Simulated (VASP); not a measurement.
Runs of VASP 6.6.1 on ZnSe. The structure is that of space group F-43m (No. 216), or close to it. The cells are those of the table. 

```tsv
cell	gap on the mesh (eV)	pressure (GPa)
a = 3.946 Å, angles 60.0°, 2 atoms	1.47	(c)
a = 4.006, b = 3.966, c = 3.966 Å, angles 60.7, 59.7, 59.7°, 2 atoms	1.32	(a)
a = 4.006 Å, angles 60.0°, 2 atoms	1.28	(b)
a = 3.805 Å, angles 60.0°, 2 atoms	1.95	17.5
```

Alike in all rows: task single point; level PBE; potentials or basis VASP PAW PBE potentials, release 64 (Zn, Se); no spin polarisation; k mesh 4 × 4 × 4; cutoff (eV) 520; smearing gaussian 0.01 eV.

Question: Estimate the missing entries.

Answer: (a) 4.2; (b) 2.8; (c) 6.2.

Caveats: all runs use coarse meshes.

A k mesh can miss the band edges, and the runs leave out spin-orbit coupling on Se.
